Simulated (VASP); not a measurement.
Here is a VASP 6.6.1 calculation.

The input INCAR:

```
SYSTEM = Pd
ALGO = Fast
EDIFF = 1E-6
ENCUT = 520
GGA = PE
ISIF = 2
ISMEAR = 0
LASPH = .True.
LCHARG = .False.
LREAL = .False.
LWAVE = .False.
NBANDS = 11
NELM = 80
PREC = Accurate
SIGMA = 0.15
```

KPOINTS

```
k-points
0
Gamma
  8 8 8
  0 0 0
```

The input POSCAR:

```
Pd
1.0
    0.0000000000      2.0421450000      1.8476550000
    2.0421450000      0.0000000000      1.8476550000
    2.0421450000      2.0421450000      0.0000000000
Pd
1
Direct
    0.0000000000      0.0000000000      0.0000000000
```

Potentials or basis: VASP PAW PBE potentials, release 64 (Pd).

Launch:

```sh
$ cat potpaw_PBE.64/Pd/POTCAR > POTCAR
$ mpirun -np 1 vasp_std > vasp.out
```

**Question.** What does it give for the pressure?

**Answer.** -0.2 GPa.

**Question.** What does it give for the band gap on the k mesh?

**Answer.** Zero (band 5 reaches 9.59 eV, above the bottom of band 6 at 7.99 eV).

Stress tensor (GPa, compression positive):
```
-1.07  0.00  0.00
 0.00 -1.07  0.00
 0.00  0.00  1.65
```

Caveat: the cell differs from its parent crystal (strain +0.050 along x and y, -0.050 along z).
